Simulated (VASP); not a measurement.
# Re in VASP: a series of runs

Re is run at these levels: PBEsol; tasks: single point.

Program: VASP 6.6.1. These are calculated values, not measurements. Logs are shortened: lines on timing, memory, paths and dates and some standing lists are left out, and cuts for length are marked.

### 1 The cell of the first run

The typed cell holds 4 atoms: a = 2.766 Å, b = 2.766 Å, c = 8.939 Å, α = 90.00°, β = 90.00°, γ = 120.00°.

### 2 Single point, PBEsol (one atom moved)

INCAR reads:

```
SYSTEM = Re
PREC = Accurate ; ENCUT = 520
EDIFF = 1E-7 ; ISMEAR = 0
SIGMA = 0.1 ; LREAL = .False.
LASPH = .True. ; NELM = 60
ALGO = Fast ; ISIF = 2
LWAVE = .False. ; LCHARG = .True.
GGA = PS ; LELF = .True.
LVHAR = .True. ; NBANDS = 22
```

KPOINTS reads:

```
Automatic mesh
0
Gamma
  15 15 4
  0 0 0
```

POSCAR reads:

```
Re
1.0
    2.7663873939      0.0000000000      0.0000000000
   -1.3831936969      2.3957617598      0.0000000000
    0.0000000000      0.0000000000      8.9388451600
Re
4
Direct
    0.0000000000      0.0000000000      0.0000000000
    0.3333333300      0.6666666700      0.2500000000
    0.0000000000      0.0000000000      0.5000000000
    0.6768702092      0.3506388905      0.7410760284
```

Potentials or basis: VASP PAW PBE potentials, release 64 (Re).

Run with:

```sh
cat potpaw_PBE.64/Re/POTCAR > POTCAR
mpirun -np 1 vasp_std > vasp.out
```

OUTCAR:

```text
SYSTEM = Re
   PREC = Accurate
   ENCUT = 520
   EDIFF = 1E-7
   ISMEAR = 0
   LREAL = .False.
   LASPH = .True.
   NELM = 60
   ISIF = 2
   GGA = PS

 ion  position               nearest neighbor table
   1  0.000  0.000  0.000-   2 2.75   2 2.75   2 2.75   4 2.79   4 2.82   4 2.83
   2  0.333  0.667  0.250-   1 2.75   3 2.75   1 2.75   3 2.75   1 2.75   3 2.75
   3  0.000  0.000  0.500-   4 2.66   4 2.69   4 2.70   2 2.75   2 2.75   2 2.75
   4  0.677  0.351  0.741-   3 2.66   3 2.69   3 2.70   1 2.79   1 2.82   1 2.83

  LATTYP: Found a hexagonal cell.
 ALAT       =     2.7663873939
 C/A-ratio  =     3.2312340563

  Lattice vectors:

 A1 = (   2.7663873939,   0.0000000000,   0.0000000000)
 A2 = (  -1.3831936969,   2.3957617598,   0.0000000000)
 A3 = (   0.0000000000,   0.0000000000,   8.9388451600)

Analysis of symmetry for initial positions (statically):
=====================================================================
 Subroutine PRICEL returns:
 Original cell was already a primitive cell.

 Routine SETGRP: Setting up the symmetry group for a
 hexagonal supercell.

 Subroutine GETGRP returns: Found  1 space group operations
 (whereof  1 operations were pure point group operations)
 out of a pool of 24 trial point group operations.

The static configuration has the point symmetry C_1 .

Analysis of symmetry for dynamics (positions and initial velocities):
=====================================================================
 Subroutine PRICEL returns:
 Original cell was already a primitive cell.

 Routine SETGRP: Setting up the symmetry group for a
 hexagonal supercell.

 Subroutine GETGRP returns: Found  1 space group operations
 (whereof  1 operations were pure point group operations)
 out of a pool of 24 trial point group operations.

The dynamic configuration has the point symmetry C_1 .

 Subroutine INISYM returns: Found  1 space group operations
 (whereof  1 operations are pure point group operations),
 and found     1 'primitive' translations

----------------------------------------------------------------------------------------

                                     Primitive cell

  volume of cell :      59.2431

  direct lattice vectors                    reciprocal lattice vectors
     2.766387394  0.000000000  0.000000000     0.361482272  0.208701887  0.000000000
    -1.383193697  2.395761760  0.000000000     0.000000000  0.417403774  0.000000000
     0.000000000  0.000000000  8.938845160     0.000000000  0.000000000  0.111871274

  length of vectors
     2.766387394  2.766387394  8.938845160     0.417403774  0.417403774  0.111871274

  position of ions in fractional coordinates (direct lattice)
     0.000000000  0.000000000  0.000000000
     0.333333330  0.666666670  0.250000000
     0.000000000  0.000000000  0.500000000
     0.676870209  0.350638891  0.741076028

  ion indices of the primitive-cell ions
   primitive index   ion index
                 1           1
                 2           2
                 3           3
                 4           4

----------------------------------------------------------------------------------------

 KPOINTS: Automatic mesh

Automatic generation of k-mesh.
 Grid dimensions read from file:
 generate k-points for:   15   15    4

 Generating k-lattice:

  Cartesian coordinates                     Fractional coordinates (reciprocal lattice)
     0.024098818  0.013913459  0.000000000     0.066666667  0.000000000  0.000000000
     0.000000000  0.027826918  0.000000000     0.000000000  0.066666667  0.000000000
     0.000000000  0.000000000  0.027967819     0.000000000  0.000000000  0.250000000

  Length of vectors
     0.027826918  0.027826918  0.027967819

  Shift w.r.t. Gamma in fractional coordinates (k-lattice)
     0.000000000  0.000000000  0.000000000

 Subroutine IBZKPT returns following result:
 ===========================================

 Found    451 irreducible k-points:

 Following reciprocal coordinates:
            Coordinates               Weight
  0.000000  0.000000  0.000000      1.000000
  0.066667  0.000000  0.000000      2.000000
  0.000000  0.066667  0.000000      2.000000
 -0.066667  0.066667  0.000000      2.000000
  0.133333  0.000000  0.000000      2.000000
  0.000000  0.133333  0.000000      2.000000
[... 16 lines left out ...]
  0.066667  0.066667  0.000000      2.000000
 -0.066667  0.133333  0.000000      2.000000
 [... further k-points ...]
   k-points           NKPTS =    451   k-points in BZ     NKDIM =    451   number of bands    NBANDS=     22
   number of dos      NEDOS =    301   number of ions     NIONS =      4
   total plane-waves  NPLWV =  40320
   dimension x,y,z NGX =    24 NGY =   24 NGZ =   70
   dimension x,y,z NGXF=    48 NGYF=   48 NGZF=  140
   ions per type =               4
   NGX,Y,Z   is equivalent  to a cutoff of  14.42, 14.42, 13.02 a.u.
   NGXF,Y,Z  is equivalent  to a cutoff of  28.85, 28.85, 26.04 a.u.
 SYSTEM =  Re
   PREC   = accura    normal or accurate (medium, high low for compatibility)
   ISTART =      0    job   : 0-new  1-cont  2-samecut
   ICHARG =      2    charge: 1-file 2-atom 10-const
   ISPIN  =      1    spin polarized calculation?
   LNONCOLLINEAR =      F non collinear calculations
   LSORBIT =      F    spin-orbit coupling
   LASPH  =      T    aspherical Exc in radial PAW
   ENCUT  =  520.0 eV  38.22 Ry    6.18 a.u.   5.14  5.14 16.62*2*pi/ulx,y,z
   NELM   =     60;   NELMIN=  2; NELMDL= -5     # of ELM steps
   EDIFF  = 0.1E-06   stopping-criterion for ELM
   LREAL  =      F    real-space projection
   EDIFFG = 0.1E-05   stopping-criterion for IOM
   NSW    =      0    number of steps for IOM
   IBRION =     -1    ionic relax: 0-MD 1-quasi-New 2-CG
   NFREE  =      0    steps in history (QN), initial steepest desc. (CG)
   ISIF   =      2    stress and relaxation
   ISYM   =      2    0-nonsym 1-usesym 2-fastsym
   POTIM  = 0.5000    time-step for ionic-motion
   TEBEG  =    0.0;   TEEND  =   0.0 temperature during run
   PSTRESS=    0.0 pullay stress
   NELECT =      28.0000    total number of electrons
   NUPDOWN=      -1.0000    fix difference up-down
   EMIN   =  10.00;   EMAX   =-10.00  energy-range for DOS
   EFERMI =   0.00;   METHOD = LEGACY
   ISMEAR =     0;   SIGMA  =   0.10  broadening in eV -4-tet -1-fermi 0-gaus
   EFERMI_NEDOS =   21; number of points for ismear=-14 and -15
   IALGO  =     68    algorithm
   IMIX   =      4    mixing-type and parameters
     AMIX     =   0.40;   BMIX     =  1.00
     AMIX_MAG =   1.60;   BMIX_MAG =  1.00
  volume/ion in A,a.u.               =      14.81        99.95
  Fermi-wavevector in a.u.,A,eV,Ry     =   1.275209  2.409796 22.125236  1.626159
  Thomas-Fermi vector in A             =   2.407934
   LORBIT       =      0    0 simple, 1 ext, 2 COOP (PROOUT), +10 PAW based schemes
   GGA     = PS    functional components
   LHFCALC =     F    Hartree Fock is set to
   AEXX    =    0.0000 exact exchange contribution
   IVDW    =     0    specifies the selected vdW correction
   LEPSILON=     F    determine dielectric tensor
   LRPA    =     F    only Hartree local field effects (RPA)
 non-spin polarized calculation
 RMM-DIIS sequential band-by-band and
 Gauss-broadening in eV      SIGMA  =   0.10
  energy-cutoff  :      520.00
  volume of cell :       59.24
 maximum number of plane-waves:      1609
 NGX is ok and might be reduce to    24
   NGX = 11   NGY = 11   NGZ = 33

 number of electron      28.0000000 magnetization

 Free energy of the ion-electron system (eV)
  ---------------------------------------------------
  ext. energy  EPLUGINS =         0.00000000
  ---------------------------------------------------
  free energy    TOTEN  =       -53.41478062 eV

  energy without entropy =      -53.40119050  energy(sigma->0) =      -53.40798556

 E-fermi :   7.7404     XC(G=0): -13.7814

 val. band max:        7.7371754551   @ k =   0.3333   0.2667   0.2500
 cond. band min:       7.7407785255   @ k =   0.4667   0.3333   0.2500
 fundamental gap:      0.0036030704
 Fermi energy:         7.7403885487

 k-point     1 :       0.0000    0.0000    0.0000
  band No.  band energies     occupation
      1      -2.2177      2.00000
      2       0.0704      2.00000
      3       0.1824      2.00000
      4       1.0481      2.00000
      5       5.0323      2.00000
      6       5.4345      2.00000
[... 14 lines left out ...]
     21      10.2094      0.00000
     22      10.2584      0.00000

 k-point     2 :       0.0667    0.0000    0.0000
  band No.  band energies     occupation
      1      -2.0365      2.00000
      2       0.2407      2.00000
      3       0.3508      2.00000
      4       1.2213      2.00000
      5       4.8381      2.00000
      6       5.2675      2.00000
[... 14 lines left out ...]
     21      10.1829      0.00000
     22      10.2874      0.00000

 k-point     3 :       0.0000    0.0667    0.0000
  band No.  band energies     occupation
      1      -2.0362      2.00000
      2       0.2411      2.00000
      3       0.3513      2.00000
      4       1.2234      2.00000
      5       4.8315      2.00000
      6       5.2622      2.00000
[... 14 lines left out ...]
     21      10.2255      0.00000
     22      10.2502      0.00000
[... 476 lines left out ...]
 k-point    23 :       0.0667    0.0667    0.0000
  band No.  band energies     occupation
      1      -1.6840      2.00000
      2       0.5609      2.00000
      3       0.6669      2.00000
      4       1.5523      2.00000
      5       4.5199      2.00000
      6       5.0178      2.00000
[... 14 lines left out ...]
     21      10.1610      0.00000
     22      10.3716      0.00000

 k-point    24 :      -0.0667    0.1333    0.0000
  band No.  band energies     occupation
      1      -1.6839      2.00000
      2       0.5610      2.00000
      3       0.6671      2.00000
      4       1.5530      2.00000
      5       4.5186      2.00000
      6       5.0160      2.00000
[... 14 lines left out ...]
     21      10.1644      0.00000
     22      10.3717      0.00000

 [... further k-points ...]

------------------------ aborting loop because EDIFF is reached ----------------------------------------

  FORCE on cell =-STRESS in cart. coord.  units (eV):
  Direction    XX          YY          ZZ          XY          YZ          ZX
  --------------------------------------------------------------------------------------
  -------------------------------------------------------------------------------------
  Total       -2.3837126     -2.1218285     -2.3744027     -0.0148902     -0.1399884     -0.0140388
  in kB      -64.4653633    -57.3829440    -64.2135855     -0.4026918     -3.7858610     -0.3796675
  external PRESSURE =     -62.0206309 kB  Pullay stress =       0.0000000 kB

 VOLUME and BASIS-vectors are now :
 -----------------------------------------------------------------------------
  energy-cutoff  :      520.00
  volume of cell :       59.24
      direct lattice vectors                 reciprocal lattice vectors
     2.766387394  0.000000000  0.000000000     0.361482272  0.208701887  0.000000000
    -1.383193697  2.395761760  0.000000000     0.000000000  0.417403774  0.000000000
     0.000000000  0.000000000  8.938845160     0.000000000  0.000000000  0.111871274

 POSITION                                       TOTAL-FORCE (eV/Angst)
 -----------------------------------------------------------------------------------
      0.00000      0.00000      0.00000         0.007465      0.073985     -0.130035
     -0.00000      1.59717      2.23471         0.001551      0.018587     -0.529929
      0.00000      0.00000      4.46942         0.011898      0.119288     -0.334167
      1.38748      0.84005      6.62436        -0.020913     -0.211860      0.994132
 -----------------------------------------------------------------------------------
    total drift:                               -0.000014     -0.000008     -0.000018

  FREE ENERGIE OF THE ION-ELECTRON SYSTEM (eV)
  ---------------------------------------------------
  free  energy   TOTEN  =       -53.4147806182 eV

  energy  without entropy=      -53.4011904965  energy(sigma->0) =      -53.40798556
```

Wall time 12 min (1 thread of Intel Xeon Platinum 8488C (Sapphire Rapids), shared host); peak memory 0.55 GiB.

Results:

```yaml
Free_energy: -53.4148 eV
Pressure: -6.2 GPa
Largest_force: 1.017 eV/Å
Band_gap_on_the_k_mesh: zero (bands 14 and 15 overlap by 2.59 eV)
```

Forces in eV/Å, atoms in the order of the input:
```
Re   0.007  0.074 -0.130
Re   0.002  0.019 -0.530
Re   0.012  0.119 -0.334
Re  -0.021 -0.212  0.994
```

Stress tensor (GPa, compression positive):
```
-6.45 -0.04 -0.04
-0.04 -5.74 -0.38
-0.04 -0.38 -6.42
```

Caveat: the cell differs from its parent crystal (one atom moved); the cell stands under tension; the PAW data sets were made with another functional, which shifts forces and pressure a little; spin-orbit coupling is left out, which moves the levels of the heavy elements.

(Continued in part 2 of 2.)

The gap in the log of VASP goes by the Fermi energy; the results here count the filled bands.